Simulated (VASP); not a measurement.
A run of VASP 6.6.1 is set up as follows.

Contents of INCAR:

```
SYSTEM = Te3Mo
ALGO = Normal ; EDIFF = 1E-6
ENCUT = 520 ; GGA = PE
ISIF = 2 ; ISMEAR = 0
LASPH = .TRUE. ; LCHARG = .FALSE.
LDAU = .TRUE. ; LDAUJ = 0 0
LDAUL = 2 -1 ; LDAUPRINT = 1
LDAUTYPE = 2 ; LDAUU = 4.38 0
LMAXMIX = 4 ; LREAL = .FALSE.
LWAVE = .FALSE. ; NBANDS = 60
NELM = 150 ; PREC = Accurate
SIGMA = 0.1
```

File KPOINTS:

```
k-points
0
G
  3 3 4
  0 0 0
```

The input POSCAR:

```
Te3Mo
1.0
   10.0320634341      0.0000000000      0.0000000000
   -5.0160317170      8.6880217863      0.0000000000
    0.0000000000      0.0000000000      5.1582447580
Mo Te
3 9
Direct
    0.5000000000      0.5000000000      0.0000000000
    0.0000000000      0.5000000000      0.0000000000
    0.5000000000      0.0000000000      0.0000000000
    0.2142446474      0.4284892949      0.0000000000
    0.5715107051      0.7857553526      0.0000000000
    0.7857553526      0.5715107051      0.0000000000
    0.7857553526      0.2142446474      0.0000000000
    0.0000000000      0.5000000000      0.5000000000
    0.5000000000      0.0000000000      0.5000000000
    0.5000000000      0.5000000000      0.5000000000
    0.2142446474      0.7857553526      0.0000000000
    0.4284892949      0.2142446474      0.0000000000
```

Potentials or basis: VASP PAW PBE potentials, release 64 (Mo_sv, Te).

Command:

```sh
$ cat potpaw_PBE.64/Mo_sv/POTCAR potpaw_PBE.64/Te/POTCAR > POTCAR
$ mpirun -np 1 vasp_std > vasp.out
```

(1) Estimate the band gap on the k mesh.

(2) Predict the largest force.

(3) Estimate the pressure.

## Answers

(1) zero (bands 48 and 49 overlap by 0.77 eV).

(2) 0.868 eV/Å.

(3) 7.8 GPa.

Caveat: the cell stands under pressure; spin-orbit coupling is left out, which moves the levels of the heavy elements; U without spin polarisation on a metal has little footing; the U is typed as a test and isn't derived for this compound.
